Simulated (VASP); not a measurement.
TePbS4:

```
Te Pb S
1.0
     3.66659    0.00000    0.00000
    -1.83329    3.17536    0.00000
     0.00000    0.00000   13.86906
Te Pb S
1 1 4
Direct
  0.00000 0.00000 0.50000
  0.00000 0.00000 0.00000
  0.66667 0.33333 0.87191
  0.66667 0.33333 0.37710
  0.33333 0.66667 0.62290
  0.33333 0.66667 0.12809
```

| Item | Value |
| --- | --- |
| Program | VASP 6.6.1 |
| Task | relaxation of cell and atoms |
| Functional | PBE |
| Potentials or basis | VASP PAW PBE potentials, release 64 (Te, Pb_d, S) |
| Cutoff | 500 eV |
| k mesh | 4 × 4 × 1 |
| Occupations | gaussian, width 0.15 eV |
| Spin | no spin polarisation |

At the start: pressure -0.3 GPa; volume 26.91 Å³/atom.

**Question.** Where does the relaxation end?

**Answer.** Over 8 steps the energy falls by 88.9 meV/atom and the volume is 27.23 Å³/atom (+1.2 %); space group P-3m1 (No. 164, to 0.05 Å).

The path:
| step | energy change (eV) | largest force (eV/Å) | pressure (GPa) | volume (Å³) |
| --- | --- | --- | --- | --- |
| 1 | 0.0000 | 1.0318 | -0.26 | 161.47 |
| 2 | -0.4465 | 0.3942 | 1.00 | 160.13 |
| 3 | -0.4934 | 0.3892 | 1.70 | 159.39 |
| 4 | -0.4937 | 0.4356 | 1.80 | 159.28 |
| 5 | -0.5207 | 0.1671 | -1.04 | 166.73 |
| 6 | -0.5293 | 0.1312 | -0.16 | 164.19 |
| 7 | -0.5321 | 0.0959 | -0.09 | 163.87 |
| 8 | -0.5337 | 0.0525 | 0.01 | 163.40 |

Final structure:
```
CELL_PARAMETERS angstrom
3.84915 0.00000 0.00000
-1.92457 3.33346 0.00000
0.00000 0.00000 12.73460
ATOMIC_POSITIONS crystal
Te 0.00000 0.00000 0.50000
Pb 0.00000 0.00000 0.00000
S 0.66667 0.33333 0.87874
S 0.66667 0.33333 0.37886
S 0.33333 0.66667 0.62114
S 0.33333 0.66667 0.12126
```

Caveat: the k points lie up to 0.49 Å⁻¹ apart in the final cell; this functional lacks dispersion, which binds the layers, so the pressure and a relaxed spacing across them are unreliable; the relaxation stopped at a loose force limit of 0.08 eV/Å, so its end isn't a converged minimum.
